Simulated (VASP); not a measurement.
# Sn in VASP: a series of runs

Sn is run at these levels: PBE, PBEsol; tasks: single point, relaxation of the atoms.

Program: VASP 6.6.1. These are calculated values, not measurements. Logs are shortened: lines on timing, memory, paths and dates and some standing lists are left out, and cuts for length are marked.

## Step 1: The cell of the first run

The cell holds a slab with vacuum, 7 atoms: a = 4.707 Å, b = 4.707 Å, c = 24.984 Å, α = 90.00°, β = 90.00°, γ = 90.00°.

## Step 2: Single point, PBE

File INCAR:

```
SYSTEM = Sn
ALGO     = Normal         ! electronic algorithm
DIPOL    = 0.5 0.5 0.500
EDIFF    = 1E-6           ! SCF threshold, eV
ENCUT    = 520            ! plane-wave cutoff, eV
GGA      = PE             ! functional
IDIPOL   = 3            
ISIF     = 2              ! what is computed and relaxed
ISMEAR   = 0              ! smearing method
LASPH    = .True.         ! aspherical terms in the spheres
LCHARG   = .False.        ! write CHGCAR
LDIPOL   = .True.       
LREAL    = .False.        ! projectors in reciprocal space
LWAVE    = .False.        ! write WAVECAR
NBANDS   = 58             ! bands
NELM     = 60             ! most SCF steps
PREC     = Accurate       ! precision mode
SIGMA    = 0.1            ! smearing width, eV
```

File KPOINTS:

```
k-points
0
Gamma
  8 8 1
  0 0 0
```

File POSCAR:

```
Sn
1.0
    4.7067117294      0.0000000000      0.0000000000
    0.0000000000      4.7067117294      0.0000000000
    0.0000000000      0.0000000000     24.9844433429
Sn
7
Direct
    0.0000000000      0.0000000000      0.2992180397
    0.5000000000      0.0000000000      0.3667418560
    0.5000000000      0.5000000000      0.4335943685
    0.0000000000      0.5000000000      0.4999999984
    0.0000000000      0.0000000000      0.5664056276
    0.5000000000      0.0000000000      0.6332581403
    0.5000000000      0.5000000000      0.7007819695
```

Potentials or basis: VASP PAW PBE potentials, release 64 (Sn_d).

The run is started by

```console
$ cat potpaw_PBE.64/Sn_d/POTCAR > POTCAR
$ mpirun -np 1 vasp_std > vasp.out
```

OUTCAR:

```text
SYSTEM = Sn
   EDIFF = 1E-6
   ENCUT = 520
   GGA = PE
   ISIF = 2
   ISMEAR = 0
   LASPH = .True.
   LREAL = .False.
   NELM = 60
   PREC = Accurate

 ion  position               nearest neighbor table
   1  0.000  0.000  0.299-   2 2.90   2 2.90
   2  0.500  0.000  0.367-   3 2.89   3 2.89   1 2.90   1 2.90
   3  0.500  0.500  0.434-   4 2.88   4 2.88   2 2.89   2 2.89
   4  0.000  0.500  0.500-   5 2.88   5 2.88   3 2.88   3 2.88
   5  0.000  0.000  0.566-   4 2.88   4 2.88   6 2.89   6 2.89
   6  0.500  0.000  0.633-   5 2.89   5 2.89   7 2.90   7 2.90
   7  0.500  0.500  0.701-   6 2.90   6 2.90

  LATTYP: Found a simple tetragonal cell.
 ALAT       =     4.7067117294
 C/A-ratio  =     5.3082586696

  Lattice vectors:

 A1 = (   4.7067117294,   0.0000000000,   0.0000000000)
 A2 = (   0.0000000000,   4.7067117294,   0.0000000000)
 A3 = (   0.0000000000,   0.0000000000,  24.9844433429)

Analysis of symmetry for initial positions (statically):
=====================================================================
 Subroutine PRICEL returns:
 Original cell was already a primitive cell.

 Routine SETGRP: Setting up the symmetry group for a
 simple tetragonal supercell.

 Subroutine GETGRP returns: Found  8 space group operations
 (whereof  4 operations were pure point group operations)
 out of a pool of 16 trial point group operations.

The static configuration has the point symmetry C_2v.
 The point group associated with its full space group is D_2d.

Analysis of symmetry for dynamics (positions and initial velocities):
=====================================================================
 Subroutine PRICEL returns:
 Original cell was already a primitive cell.

 Routine SETGRP: Setting up the symmetry group for a
 simple tetragonal supercell.

 Subroutine GETGRP returns: Found  8 space group operations
 (whereof  4 operations were pure point group operations)
 out of a pool of 16 trial point group operations.

The dynamic configuration has the point symmetry C_2v.
 The point group associated with its full space group is D_2d.

 Subroutine INISYM returns: Found  8 space group operations
 (whereof  4 operations are pure point group operations),
 and found     1 'primitive' translations

----------------------------------------------------------------------------------------

                                     Primitive cell

  volume of cell :     553.4838

  direct lattice vectors                    reciprocal lattice vectors
     4.706711729  0.000000000  0.000000000     0.212462555  0.000000000  0.000000000
     0.000000000  4.706711729  0.000000000     0.000000000  0.212462555  0.000000000
     0.000000000  0.000000000 24.984443343     0.000000000  0.000000000  0.040024906

  length of vectors
     4.706711729  4.706711729 24.984443343     0.212462555  0.212462555  0.040024906

  position of ions in fractional coordinates (direct lattice)
     0.000000000  0.000000000  0.299218040
     0.500000000  0.000000000  0.366741856
     0.500000000  0.500000000  0.433594369
     0.000000000  0.500000000  0.499999998
     0.000000000  0.000000000  0.566405628
     0.500000000  0.000000000  0.633258140
     0.500000000  0.500000000  0.700781969

  ion indices of the primitive-cell ions
   primitive index   ion index
                 1           1
                 2           2
                 3           3
                 4           4
                 5           5
                 6           6
                 7           7

----------------------------------------------------------------------------------------

 KPOINTS: k-points

Automatic generation of k-mesh.
 Grid dimensions read from file:
 generate k-points for:    8    8    1

 Generating k-lattice:

  Cartesian coordinates                     Fractional coordinates (reciprocal lattice)
     0.026557819  0.000000000  0.000000000     0.125000000  0.000000000  0.000000000
     0.000000000  0.026557819  0.000000000     0.000000000  0.125000000  0.000000000
     0.000000000  0.000000000  0.040024906     0.000000000  0.000000000  1.000000000

  Length of vectors
     0.026557819  0.026557819  0.040024906

  Shift w.r.t. Gamma in fractional coordinates (k-lattice)
     0.000000000  0.000000000  0.000000000

 Subroutine IBZKPT returns following result:
 ===========================================

 Found     15 irreducible k-points:

 Following reciprocal coordinates:
            Coordinates               Weight
  0.000000  0.000000  0.000000      1.000000
  0.125000  0.000000  0.000000      4.000000
  0.250000  0.000000  0.000000      4.000000
  0.375000  0.000000  0.000000      4.000000
  0.500000  0.000000  0.000000      2.000000
  0.125000  0.125000  0.000000      4.000000
  0.250000  0.125000  0.000000      8.000000
  0.375000  0.125000  0.000000      8.000000
  0.500000  0.125000  0.000000      4.000000
  0.250000  0.250000  0.000000      4.000000
  0.375000  0.250000  0.000000      8.000000
  0.500000  0.250000  0.000000      4.000000
  0.375000  0.375000  0.000000      4.000000
  0.500000  0.375000  0.000000      4.000000
  0.500000  0.500000  0.000000      1.000000
   k-points           NKPTS =     15   k-points in BZ     NKDIM =     15   number of bands    NBANDS=     58
   number of dos      NEDOS =    301   number of ions     NIONS =      7
   total plane-waves  NPLWV = 248832
   dimension x,y,z NGX =    36 NGY =   36 NGZ =  192
   dimension x,y,z NGXF=    72 NGYF=   72 NGZF=  384
   ions per type =               7
   NGX,Y,Z   is equivalent  to a cutoff of  12.72, 12.72, 12.78 a.u.
   NGXF,Y,Z  is equivalent  to a cutoff of  25.43, 25.43, 25.55 a.u.
 SYSTEM =  Sn
   PREC   = accura    normal or accurate (medium, high low for compatibility)
   ISTART =      0    job   : 0-new  1-cont  2-samecut
   ICHARG =      2    charge: 1-file 2-atom 10-const
   ISPIN  =      1    spin polarized calculation?
   LNONCOLLINEAR =      F non collinear calculations
   LSORBIT =      F    spin-orbit coupling
   LASPH  =      T    aspherical Exc in radial PAW
   ENCUT  =  520.0 eV  38.22 Ry    6.18 a.u.   8.75  8.75 46.45*2*pi/ulx,y,z
   NELM   =     60;   NELMIN=  2; NELMDL= -5     # of ELM steps
   EDIFF  = 0.1E-05   stopping-criterion for ELM
   LREAL  =      F    real-space projection
[... 7 lines left out ...]
   TEBEG  =    0.0;   TEEND  =   0.0 temperature during run
   PSTRESS=    0.0 pullay stress
   NELECT =      98.0000    total number of electrons
   NUPDOWN=      -1.0000    fix difference up-down
   EMIN   =  10.00;   EMAX   =-10.00  energy-range for DOS
   EFERMI =   0.00;   METHOD = LEGACY
   ISMEAR =     0;   SIGMA  =   0.10  broadening in eV -4-tet -1-fermi 0-gaus
   EFERMI_NEDOS =   21; number of points for ismear=-14 and -15
   IALGO  =     38    algorithm
   IMIX   =      4    mixing-type and parameters
     AMIX     =   0.40;   BMIX     =  1.00
     AMIX_MAG =   1.60;   BMIX_MAG =  1.00
  volume/ion in A,a.u.               =      79.07       533.58
  Fermi-wavevector in a.u.,A,eV,Ry     =   0.919282  1.737190 11.497993  0.845079
  Thomas-Fermi vector in A             =   2.044458
   LORBIT       =      0    0 simple, 1 ext, 2 COOP (PROOUT), +10 PAW based schemes
   GGA     = PE    functional components
   LHFCALC =     F    Hartree Fock is set to
   AEXX    =    0.0000 exact exchange contribution
   IVDW    =     0    specifies the selected vdW correction
   LEPSILON=     F    determine dielectric tensor
   LRPA    =     F    only Hartree local field effects (RPA)
 non-spin polarized calculation
 Gauss-broadening in eV      SIGMA  =   0.10
  energy-cutoff  :      520.00
  volume of cell :      553.48
 maximum number of plane-waves:     14949
 NGX is ok and might be reduce to    36
   NGX = 17   NGY = 17   NGZ = 93

 dipolmoment           0.000000      0.000000     -0.000000 electrons x Angstroem

 number of electron      97.9999937 magnetization

 dipolmoment           0.000000      0.000000      0.000005 electrons x Angstroem

 Free energy of the ion-electron system (eV)
  ---------------------------------------------------
  ext. energy  EPLUGINS =         0.00000000
  ---------------------------------------------------
  free energy    TOTEN  =       -24.46750942 eV

  energy without entropy =      -24.43422925  energy(sigma->0) =      -24.45086934

 E-fermi :  -0.2588     XC(G=0):  -4.6478

 val. band max:       -0.2805043643   @ k =   0.5000   0.1250   0.0000
 cond. band min:      -0.2554284051   @ k =   0.5000   0.0000   0.0000
 fundamental gap:      0.0250759593
 Fermi energy:        -0.2588272547

 k-point     1 :       0.0000    0.0000    0.0000
  band No.  band energies     occupation
      1     -21.6209      2.00000
      2     -21.6209      2.00000
      3     -21.5610      2.00000
      4     -21.5493      2.00000
      5     -21.5256      2.00000
      6     -21.5256      2.00000
[... 50 lines left out ...]
     57       1.8112      0.00000
     58       3.1641      0.00000

 k-point     2 :       0.1250    0.0000    0.0000
  band No.  band energies     occupation
      1     -21.6250      2.00000
      2     -21.6217      2.00000
      3     -21.5623      2.00000
      4     -21.5426      2.00000
      5     -21.5313      2.00000
      6     -21.5298      2.00000
[... 50 lines left out ...]
     57       2.4255      0.00000
     58       3.1209      0.00000

 k-point     3 :       0.2500    0.0000    0.0000
  band No.  band energies     occupation
      1     -21.6276      2.00000
      2     -21.6235      2.00000
      3     -21.5681      2.00000
      4     -21.5401      2.00000
      5     -21.5380      2.00000
      6     -21.5283      2.00000
[... 667 lines left out ...]
      3     -21.6033      2.00000
      4     -21.5447      2.00000
      5     -21.5300      2.00000
      6     -21.5279      2.00000
[... 50 lines left out ...]
     57       3.7018      0.00000
     58       3.8314      0.00000

 k-point    15 :       0.5000    0.5000    0.0000
  band No.  band energies     occupation
      1     -21.6396      2.00000
      2     -21.6048      2.00000
      3     -21.6048      2.00000
      4     -21.5430      2.00000
      5     -21.5297      2.00000
      6     -21.5297      2.00000
[... 50 lines left out ...]
     57       3.6585      0.00000
     58       3.6585      0.00000

------------------------ aborting loop because EDIFF is reached ----------------------------------------

 vacuum level on the upper side and lower side of the slab       (xc-potential included)        -0.111        -0.111

  FORCE on cell =-STRESS in cart. coord.  units (eV):
  Direction    XX          YY          ZZ          XY          YZ          ZX
  --------------------------------------------------------------------------------------
  -------------------------------------------------------------------------------------
  Total       -0.9036773     -0.9036773     -0.0714856      0.0000000      0.0000000      0.0000000
  in kB       -2.6158876     -2.6158876     -0.2069304      0.0000000      0.0000000      0.0000000
  external PRESSURE =      -1.8129019 kB  Pullay stress =       0.0000000 kB

 VOLUME and BASIS-vectors are now :
 -----------------------------------------------------------------------------
  energy-cutoff  :      520.00
  volume of cell :      553.48
      direct lattice vectors                 reciprocal lattice vectors
     4.706711729  0.000000000  0.000000000     0.212462555  0.000000000  0.000000000
     0.000000000  4.706711729  0.000000000     0.000000000  0.212462555  0.000000000
     0.000000000  0.000000000 24.984443343     0.000000000  0.000000000  0.040024906

 POSITION                                       TOTAL-FORCE (eV/Angst)
 -----------------------------------------------------------------------------------
      0.00000      0.00000      7.47580         0.000000      0.000000     -0.003039
      2.35336      0.00000      9.16284         0.000000      0.000000      0.000363
      2.35336      2.35336     10.83311         0.000000      0.000000      0.000469
      0.00000      2.35336     12.49222         0.000000      0.000000      0.000000
      0.00000      0.00000     14.15133         0.000000      0.000000     -0.000469
      2.35336      0.00000     15.82160         0.000000      0.000000     -0.000363
      2.35336      2.35336     17.50865         0.000000      0.000000      0.003039
 -----------------------------------------------------------------------------------
    total drift:                                0.000000      0.000000      0.000798

  FREE ENERGIE OF THE ION-ELECTRON SYSTEM (eV)
  ---------------------------------------------------
  free  energy   TOTEN  =       -24.4675094246 eV

  energy  without entropy=      -24.4342292479  energy(sigma->0) =      -24.45086934

 vacuum level on the upper side and lower side of the slab         4.168         4.167
```

Wall time 12 min (1 thread of Intel Xeon Platinum 8259CL at 2.50GHz (Skylake/Cascade Lake), shared host); peak memory 0.69 GiB.

Results:

- Free energy: -24.4675 eV
- Largest force: 0.003 eV/Å
- Band gap on the k mesh: zero (bands 49 and 50 overlap by 0.81 eV)

Forces on the atoms (eV/Å):
```
Sn   0.000  0.000 -0.003
Sn   0.000  0.000  0.000
Sn   0.000  0.000  0.000
Sn   0.000  0.000  0.000
Sn   0.000  0.000  0.000
Sn   0.000  0.000  0.000
Sn   0.000  0.000  0.003
```

Caveat: spin-orbit coupling is left out, which moves the levels of the heavy elements.

(Continued in part 2 of 2.)

The gap in the log of VASP goes by the Fermi energy; the results here count the filled bands.